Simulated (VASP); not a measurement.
Set up this calculation in VASP 6.6.1, as the native input.

```yaml
Task: single point
Functional: PBEsol
Potentials_or_basis: VASP PAW PBE potentials, release 64 (Al, Pt)
Cutoff: 500 eV
k_mesh: 12 × 12 × 12
Occupations: gaussian, width 0.1 eV
Spin: no spin polarisation
Dipole_correction: no
Further_INCAR_settings: ALGO = Normal; EDIFF = 1e-06; NBANDS = 15
```

The structure of Al2Pt lies in POSCAR:

```
Al2Pt
1.0
    0.0000000000      2.9482626880      2.9482626880
    2.9482626880      0.0000000000      2.9482626880
    2.9482626880      2.9482626880      0.0000000000
Al Pt
2 1
Direct
    0.2500000000      0.2500000000      0.2500000000
    0.7500000000      0.7500000000      0.7500000000
    0.0000000000      0.0000000000      0.0000000000
```

The input as run:

INCAR

```
SYSTEM = Al2Pt
ALGO     = Normal         ! electronic algorithm
EDIFF    = 1E-6           ! SCF threshold, eV
ENCUT    = 500            ! plane-wave cutoff, eV
GGA      = PS             ! functional
GGA_COMPAT= .False.      
ISIF     = 2              ! what is computed and relaxed
ISMEAR   = 0              ! smearing method
LASPH    = .True.         ! aspherical terms in the spheres
LCHARG   = .False.        ! write CHGCAR
LREAL    = .False.        ! projectors in reciprocal space
LWAVE    = .False.        ! write WAVECAR
NBANDS   = 15             ! bands
NELM     = 120            ! most SCF steps
PREC     = Accurate       ! precision mode
SIGMA    = 0.1            ! smearing width, eV
```

KPOINTS

```
k-points
0
Gamma
  12 12 12
  0 0 0
```

Potentials or basis: VASP PAW PBE potentials, release 64 (Al, Pt).

The run is started by

```console
$ cat potpaw_PBE.64/Al/POTCAR potpaw_PBE.64/Pt/POTCAR > POTCAR
$ mpirun -np 1 vasp_std > vasp.out
```

It gave:

The pressure is 0.0 GPa and the band gap on the k mesh is zero (band 8 reaches 11.67 eV, above the bottom of band 9 at 6.25 eV).

Caveat: the PAW data sets were made with another functional, which shifts forces and pressure a little; spin-orbit coupling is left out, which moves the levels of the heavy elements.

Wall time 26 s on 1 thread of Intel(R) Xeon(R) Platinum 8488C (Sapphire Rapids), on a shared host, peak memory 0.2 GiB.
